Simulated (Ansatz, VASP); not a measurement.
## Ru: VASP beside Ansatz

Contents of INCAR:

```
SYSTEM = Ru
ALGO = Normal
EDIFF = 1E-7
ENCUT = 520
GGA = PE
ISIF = 2
ISMEAR = -1
LASPH = .TRUE.
LCHARG = .TRUE.
LELF = .TRUE.
LREAL = .FALSE.
LVHAR = .TRUE.
LWAVE = .FALSE.
NBANDS = 51
NELM = 80
PREC = Accurate
SIGMA = 0.08
```

The input KPOINTS:

```
k-points
0
G
  14 14 1
  0 0 0
```

The input POSCAR:

```
Ru
1.0
    2.7207384562      0.0000000000      0.0000000000
   -1.3603692281      2.3562286201      0.0000000000
    0.0000000000      0.0000000000     26.7401000000
Ru
6
Direct
    0.8333333333      0.1666666667      0.3019769095
    0.1666666667      0.8333333333      0.3790286864
    0.8333333333      0.1666666667      0.4593743976
    0.1666666667      0.8333333333      0.5406256032
    0.8333333333      0.1666666667      0.6209713132
    0.1666666667      0.8333333333      0.6980230902
```

Input for Ansatz:

```yaml
crystal:
  lattice:
    - [2.7207384562, 0.0, 0.0]
    - [-1.3603692281, 2.3562286201, 0.0]
    - [0.0, 0.0, 26.7401]
  atoms:
    - { symbol: Ru, position: [0.8333333333, 0.1666666667, 0.3019769095] }
    - { symbol: Ru, position: [0.1666666667, 0.8333333333, 0.3790286864] }
    - { symbol: Ru, position: [0.8333333333, 0.1666666667, 0.4593743976] }
    - { symbol: Ru, position: [0.1666666667, 0.8333333333, 0.5406256032] }
    - { symbol: Ru, position: [0.8333333333, 0.1666666667, 0.6209713132] }
    - { symbol: Ru, position: [0.1666666667, 0.8333333333, 0.6980230902] }
kpoints:
  mp_grid: { grid: [14, 14, 1] }
scf:
  occupations: { method: fermi_dirac, width: 0.08 }
hamiltonian:
  xc: pbe
  pseudopotentials: { kind: paw }
output:
  forces: true
  stress: true
  eigenvalues: true
  core_levels:
    shells: { Ru: ["3d"] }
    counted_from: fermi_level
    add_spin: false
```

Alike in both runs: task single point; functional PBE; k mesh 14 × 14 × 1; occupations fermi-dirac, width 0.08 eV; no spin polarisation.

```csv
,VASP,Ansatz
version,VASP 6.6.1,Ansatz 0.2.0
potentials or method,"VASP PAW PBE potentials, release 64 (Ru_pv)","PAW with Ansatz's default frozen-core files, scalar-relativistic"
plane-wave cutoff (eV),520,420
valence electrons in the cell,84,96
```

|  | VASP | Ansatz | Ansatz less VASP |
| --- | --- | --- | --- |
| rms of the force components (eV/Å) | 0.005 | 0.001 | -0.0045 |

Atom by atom the forces differ by 0.005 eV/Å (rms over components). VASP's potentials hold 84 valence electrons a cell and Ansatz's 96, so a difference there can come from the potentials and not from the codes.
